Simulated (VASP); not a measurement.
The system is SnSe.

```
Sn Se
1.0
    11.42000    0.00000    0.00000
     0.00000    4.19000    0.00000
     0.00000    0.00000    4.46000
Sn Se
4 4
Direct
  0.12300 0.25000 0.09100
  0.37700 0.75000 0.59100
  0.62300 0.25000 0.40900
  0.87700 0.75000 0.90900
  0.35700 0.25000 0.01600
  0.14300 0.75000 0.51600
  0.85700 0.25000 0.48400
  0.64300 0.75000 0.98400
```

```yaml
Program: VASP 6.6.1
Task: relaxation of cell and atoms
Functional: PBE
Potentials_or_basis: VASP PAW PBE potentials, release 64 (Sn_d, Se)
Cutoff: 500 eV
k_mesh: 2 × 5 × 5
Occupations: gaussian, width 0.01 eV
Spin: no spin polarisation
```

At the start: pressure 2.4 GPa; volume 26.68 Å³/atom.

Q: How do energy, volume and symmetry change on relaxing?

A: Over 30 steps the energy falls by 14.8 meV/atom and the volume is 28.40 Å³/atom (+6.4 %); space group Pnma (No. 62, to 0.1 Å) before and after.

The path:
```csv
step,energy change (eV),largest force (eV/Å),pressure (GPa),volume (Å³)
1,0.0000,0.3152,2.45,213.41
2,-0.0803,0.2293,-0.88,226.20
3,-0.0944,0.1192,-0.03,222.41
4,-0.1002,0.1010,0.06,222.58
5,-0.1047,0.0885,0.23,222.88
6,-0.1094,0.0621,0.07,224.41
7,-0.1116,0.0315,-0.11,226.26
8,-0.1117,0.0296,-0.12,226.47
9,-0.1131,0.0271,0.05,226.37
10,-0.1133,0.0359,0.10,226.34
11,-0.1145,0.0195,0.01,227.17
12,-0.1146,0.0164,-0.02,227.47
13,-0.1150,0.0227,-0.03,227.57
14,-0.1151,0.0294,-0.03,227.65
15,-0.1156,0.0271,0.01,227.36
16,-0.1159,0.0245,0.14,226.70
17,-0.1161,0.0221,0.13,226.72
18,-0.1164,0.0157,0.09,226.78
19,-0.1169,0.0128,0.04,226.90
20,-0.1167,0.0384,-0.07,227.14
21,-0.1170,0.0212,0.00,227.00
22,-0.1172,0.0202,-0.01,227.02
23,-0.1176,0.0187,-0.02,227.09
24,-0.1178,0.0121,0.00,227.02
25,-0.1179,0.0161,0.03,226.92
26,-0.1179,0.0174,0.04,226.90
27,-0.1180,0.0140,-0.01,227.12
28,-0.1180,0.0137,-0.03,227.19
29,-0.1181,0.0123,-0.03,227.19
30,-0.1184,0.0087,-0.02,227.17
```

Final structure:
```yaml
crystal:
  lattice:
    - [11.81043, 0.00000, 0.00000]
    - [0.00000, 4.21253, 0.00000]
    - [0.00000, 0.00000, 4.56613]
  atoms:
    - { symbol: Sn, position: [0.12108, 0.25000, 0.11027] }
    - { symbol: Sn, position: [0.37892, 0.75000, 0.61027] }
    - { symbol: Sn, position: [0.62108, 0.25000, 0.38973] }
    - { symbol: Sn, position: [0.87892, 0.75000, 0.88973] }
    - { symbol: Se, position: [0.35391, 0.25000, 0.01632] }
    - { symbol: Se, position: [0.14609, 0.75000, 0.51632] }
    - { symbol: Se, position: [0.85391, 0.25000, 0.48368] }
    - { symbol: Se, position: [0.64609, 0.75000, 0.98368] }
```
